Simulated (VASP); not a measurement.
# Pt (P-1) in VASP: single point with PBE

Aim: the single point of Pt with PBE.

All numbers are computed with VASP 6.6.1; they aren't measurements. Logs are shortened: lines on timing, memory, paths and dates and some standing lists are left out, and cuts for length are marked.

### Step 1. The cell of the first run

The typed cell holds 2 atoms: a = 2.744 Å, b = 2.744 Å, c = 4.481 Å, α = 90.00°, β = 90.00°, γ = 109.47°.

### Step 2. Single point, PBE (atom 2 moved 0.45 Å)

INCAR reads:

```
ALGO = Fast ; EDIFF = 1E-6
ENCUT = 520 ; GGA = PE
ISIF = 2 ; ISMEAR = -1
LASPH = True ; LCHARG = False
LREAL = False ; LWAVE = False
NBANDS = 17 ; NELM = 80
PREC = Accurate ; SIGMA = 0.05
```

KPOINTS reads:

```
k-points
0
Gamma
  10 10 6
```

POSCAR reads:

```
Pt
1.0
   -1.5842200000      1.5842200000      1.5842200000
    1.5842200000     -1.5842200000      1.5842200000
    3.1684400000      3.1684400000      0.0000000000
Pt
2
Direct
    0.0058661400      0.0084460600      0.9500585900
    0.4941338600      0.4915539400      0.5499414100
```

Potentials or basis: VASP PAW PBE potentials, release 64 (Pt).

Run with:

```
> cat potpaw_PBE.64/Pt/POTCAR > POTCAR
> mpirun -np 1 vasp_std > vasp.out
```

OUTCAR:

```text
EDIFF = 1E-6
   ENCUT = 520
   GGA = PE
   ISIF = 2
   ISMEAR = -1
   LASPH = True
   LREAL = False
   NELM = 80
   PREC = Accurate

 ion  position               nearest neighbor table
   1  0.006  0.008  0.950-   2 2.36   2 2.42   2 2.86   2 2.88   2 3.10   2 3.14
   2  0.494  0.492  0.550-   1 2.36   1 2.42   1 2.86   1 2.88   1 3.10   1 3.14

  LATTYP: Found a base centered orthorhombic cell.
 ALAT       =     3.1684400000
 B/A-ratio  =     1.4142135624
 C/A-ratio  =     1.4142135624

  Lattice vectors:

 A1 = (  -1.5842200000,   1.5842200000,   1.5842200000)
 A2 = (   1.5842200000,  -1.5842200000,   1.5842200000)
 A3 = (   3.1684400000,   3.1684400000,   0.0000000000)

Analysis of symmetry for initial positions (statically):
=====================================================================
 Subroutine PRICEL returns:
 Original cell was already a primitive cell.

 Routine SETGRP: Setting up the symmetry group for a
 base centered orthorhombic supercell.

 Subroutine GETGRP returns: Found  2 space group operations
 (whereof  1 operations were pure point group operations)
 out of a pool of  8 trial point group operations.

The static configuration has the point symmetry C_1 .
 The point group associated with its full space group is S_2 .

Analysis of symmetry for dynamics (positions and initial velocities):
=====================================================================
 Subroutine PRICEL returns:
 Original cell was already a primitive cell.

 Routine SETGRP: Setting up the symmetry group for a
 base centered orthorhombic supercell.

 Subroutine GETGRP returns: Found  2 space group operations
 (whereof  1 operations were pure point group operations)
 out of a pool of  8 trial point group operations.

The dynamic configuration has the point symmetry C_1 .
 The point group associated with its full space group is S_2 .

 Subroutine INISYM returns: Found  2 space group operations
 (whereof  1 operations are pure point group operations),
 and found     1 'primitive' translations

----------------------------------------------------------------------------------------

                                     Primitive cell

  volume of cell :      31.8080

  direct lattice vectors                    reciprocal lattice vectors
    -1.584220000  1.584220000  1.584220000    -0.157806365  0.157806365  0.315612731
     1.584220000 -1.584220000  1.584220000     0.157806365 -0.157806365  0.315612731
     3.168440000  3.168440000  0.000000000     0.157806365  0.157806365  0.000000000

  length of vectors
     2.743949530  2.743949530  4.480850820     0.386545073  0.386545073  0.223171902

  position of ions in fractional coordinates (direct lattice)
     0.005866140  0.008446060  0.950058590
     0.494133860  0.491553940  0.549941410

  ion indices of the primitive-cell ions
   primitive index   ion index
                 1           1
                 2           2

----------------------------------------------------------------------------------------

 KPOINTS: k-points

Automatic generation of k-mesh.
 Grid dimensions read from file:
 generate k-points for:   10   10    6

 Generating k-lattice:

  Cartesian coordinates                     Fractional coordinates (reciprocal lattice)
    -0.015780637  0.015780637  0.031561273     0.100000000  0.000000000  0.000000000
     0.015780637 -0.015780637  0.031561273     0.000000000  0.100000000  0.000000000
     0.026301061  0.026301061  0.000000000     0.000000000  0.000000000  0.166666667

  Length of vectors
     0.038654507  0.038654507  0.037195317

  Shift w.r.t. Gamma in fractional coordinates (k-lattice)
     0.000000000  0.000000000  0.000000000

 Subroutine IBZKPT returns following result:
 ===========================================

 Found    304 irreducible k-points:

 Following reciprocal coordinates:
            Coordinates               Weight
  0.000000  0.000000  0.000000      1.000000
  0.100000  0.000000  0.000000      2.000000
  0.000000  0.100000  0.000000      2.000000
  0.200000  0.000000  0.000000      2.000000
  0.000000  0.200000  0.000000      2.000000
  0.300000  0.000000  0.000000      2.000000
[... 16 lines left out ...]
 -0.300000  0.100000  0.000000      2.000000
  0.100000 -0.300000  0.000000      2.000000
 [... further k-points ...]
   k-points           NKPTS =    304   k-points in BZ     NKDIM =    304   number of bands    NBANDS=     17
   number of dos      NEDOS =    301   number of ions     NIONS =      2
   total plane-waves  NPLWV =  14400
   dimension x,y,z NGX =    20 NGY =   20 NGZ =   36
   dimension x,y,z NGXF=    40 NGYF=   40 NGZF=   72
   ions per type =               2
   NGX,Y,Z   is equivalent  to a cutoff of  12.12, 12.12, 13.36 a.u.
   NGXF,Y,Z  is equivalent  to a cutoff of  24.23, 24.23, 26.71 a.u.
 SYSTEM =  unknown system
   PREC   = accura    normal or accurate (medium, high low for compatibility)
   ISTART =      0    job   : 0-new  1-cont  2-samecut
   ICHARG =      2    charge: 1-file 2-atom 10-const
   ISPIN  =      1    spin polarized calculation?
   LNONCOLLINEAR =      F non collinear calculations
   LSORBIT =      F    spin-orbit coupling
   LASPH  =      T    aspherical Exc in radial PAW
   ENCUT  =  520.0 eV  38.22 Ry    6.18 a.u.   5.10  5.10  8.33*2*pi/ulx,y,z
   NELM   =     80;   NELMIN=  2; NELMDL= -5     # of ELM steps
   EDIFF  = 0.1E-05   stopping-criterion for ELM
   LREAL  =      F    real-space projection
[... 7 lines left out ...]
   TEBEG  =    0.0;   TEEND  =   0.0 temperature during run
   PSTRESS=    0.0 pullay stress
   NELECT =      20.0000    total number of electrons
   NUPDOWN=      -1.0000    fix difference up-down
   EMIN   =  10.00;   EMAX   =-10.00  energy-range for DOS
   EFERMI =   0.00;   METHOD = LEGACY
   ISMEAR =    -1;   SIGMA  =   0.05  broadening in eV -4-tet -1-fermi 0-gaus
   EFERMI_NEDOS =   21; number of points for ismear=-14 and -15
   IALGO  =     68    algorithm
   IMIX   =      4    mixing-type and parameters
     AMIX     =   0.40;   BMIX     =  1.00
     AMIX_MAG =   1.60;   BMIX_MAG =  1.00
  volume/ion in A,a.u.               =      15.90       107.33
  Fermi-wavevector in a.u.,A,eV,Ry     =   1.402510  2.650360 26.763132  1.967035
  Thomas-Fermi vector in A             =   2.525265
   LORBIT       =      0    0 simple, 1 ext, 2 COOP (PROOUT), +10 PAW based schemes
   GGA     = PE    functional components
   LHFCALC =     F    Hartree Fock is set to
   AEXX    =    0.0000 exact exchange contribution
   IVDW    =     0    specifies the selected vdW correction
   LEPSILON=     F    determine dielectric tensor
   LRPA    =     F    only Hartree local field effects (RPA)
 non-spin polarized calculation
 RMM-DIIS sequential band-by-band and
  energy-cutoff  :      520.00
  volume of cell :       31.81
 maximum number of plane-waves:       876
   NGX = 11   NGY = 11   NGZ = 17

 number of electron      20.0000000 magnetization

 Free energy of the ion-electron system (eV)
  ---------------------------------------------------
  ext. energy  EPLUGINS =         0.00000000
  ---------------------------------------------------
  free energy    TOTEN  =       -10.78477344 eV

  energy without entropy =      -10.76450444  energy(sigma->0) =      -10.77463894

 E-fermi :  10.3558     XC(G=0): -13.0576

 val. band max:       10.3535092996   @ k =   0.2000   0.4000  -0.3333
 cond. band min:      10.3559300442   @ k =  -0.4000  -0.2000   0.3333
 fundamental gap:      0.0024207447
 Fermi energy:        10.3558206251

 k-point     1 :       0.0000    0.0000    0.0000
  band No.  band energies     occupation
      1       0.4918      2.00000
      2       3.0528      2.00000
      3       4.6196      2.00000
      4       5.6299      2.00000
      5       6.4382      2.00000
      6       6.9117      2.00000
[... 9 lines left out ...]
     16      27.2972      0.00000
     17      27.6026      0.00000

 k-point     2 :       0.1000    0.0000    0.0000
  band No.  band energies     occupation
      1       0.7940      2.00000
      2       3.3039      2.00000
      3       4.6717      2.00000
      4       5.6177      2.00000
      5       6.3927      2.00000
      6       7.0140      2.00000
[... 9 lines left out ...]
     16      27.5978      0.00000
     17      27.8044      0.00000

 k-point     3 :       0.0000    0.1000    0.0000
  band No.  band energies     occupation
      1       0.7939      2.00000
      2       3.3034      2.00000
      3       4.6718      2.00000
      4       5.6201      2.00000
      5       6.3888      2.00000
      6       7.0162      2.00000
[... 9 lines left out ...]
     16      27.5896      0.00000
     17      27.8131      0.00000

 k-point     4 :       0.2000    0.0000    0.0000
  band No.  band energies     occupation
      1       1.6272      2.00000
      2       3.9070      2.00000
      3       4.7765      2.00000
      4       5.6172      2.00000
      5       6.0539      2.00000
      6       7.5098      2.00000
[... 9 lines left out ...]
     16      27.6217      0.00000
     17      27.7398      0.00000
[... 343 lines left out ...]
      1       3.5187      2.00000
      2       4.3794      2.00000
      3       5.1759      2.00000
      4       5.3216      2.00000
      5       5.5699      2.00000
      6       6.4513      2.00000
[... 9 lines left out ...]
     16      25.1590      0.00000
     17      25.4668      0.00000

 k-point    23 :      -0.3000    0.1000    0.0000
  band No.  band energies     occupation
      1       2.5630      2.00000
      2       4.4378      2.00000
      3       4.8192      2.00000
      4       5.3026      2.00000
      5       5.5845      2.00000
      6       6.8530      2.00000
[... 9 lines left out ...]
     16      26.7086      0.00000
     17      27.4000      0.00000

 k-point    24 :       0.1000   -0.3000    0.0000
  band No.  band energies     occupation
      1       2.5624      2.00000
      2       4.4344      2.00000
      3       4.8196      2.00000
      4       5.3093      2.00000
      5       5.5805      2.00000
      6       6.8526      2.00000
[... 9 lines left out ...]
     16      26.7211      0.00000
     17      27.4029      0.00000

 [... further k-points ...]

------------------------ aborting loop because EDIFF is reached ----------------------------------------

  FORCE on cell =-STRESS in cart. coord.  units (eV):
  Direction    XX          YY          ZZ          XY          YZ          ZX
  --------------------------------------------------------------------------------------
  -------------------------------------------------------------------------------------
  Total        4.8426048      4.8022981      6.5182138      2.4309271     -0.8372576     -0.8540090
  in kB      243.9232246    241.8929643    328.3240703    122.4464100    -42.1728757    -43.0166498
  external PRESSURE =     271.3800864 kB  Pullay stress =       0.0000000 kB

 VOLUME and BASIS-vectors are now :
 -----------------------------------------------------------------------------
  energy-cutoff  :      520.00
  volume of cell :       31.81
      direct lattice vectors                 reciprocal lattice vectors
    -1.584220000  1.584220000  1.584220000    -0.157806365  0.157806365  0.315612731
     1.584220000 -1.584220000  1.584220000     0.157806365 -0.157806365  0.315612731
     3.168440000  3.168440000  0.000000000     0.157806365  0.157806365  0.000000000

 POSITION                                       TOTAL-FORCE (eV/Angst)
 -----------------------------------------------------------------------------------
      3.01429      3.00612      0.02267         4.398144      4.383701     -0.638295
      1.73837      1.74654      1.56155        -4.398144     -4.383701      0.638295
 -----------------------------------------------------------------------------------
    total drift:                               -0.000000      0.000000      0.000000

  FREE ENERGIE OF THE ION-ELECTRON SYSTEM (eV)
  ---------------------------------------------------
  free  energy   TOTEN  =       -10.7847734397 eV

  energy  without entropy=      -10.7645044399  energy(sigma->0) =      -10.77463894
```

Wall time 72 s (1 thread of Intel Xeon Platinum 8488C (Sapphire Rapids), shared host); peak memory 0.24 GiB.

Results:

- Free energy: -10.7848 eV
- Pressure: 27.1 GPa
- Largest force: 6.242 eV/Å
- Band gap on the k mesh: zero (band 10 reaches 11.25 eV, above the bottom of band 11 at 9.24 eV)

Forces in eV/Å, atoms in the order of the input:
```
Pt   4.398  4.384 -0.638
Pt  -4.398 -4.384  0.638
```

Caveat: the cell differs from its parent crystal (atom 2 moved 0.45 Å); spin-orbit coupling is left out, which moves the levels of the heavy elements; forces of over 1 eV/Å act on the atoms, so gaps and moduli don't describe the material at rest.
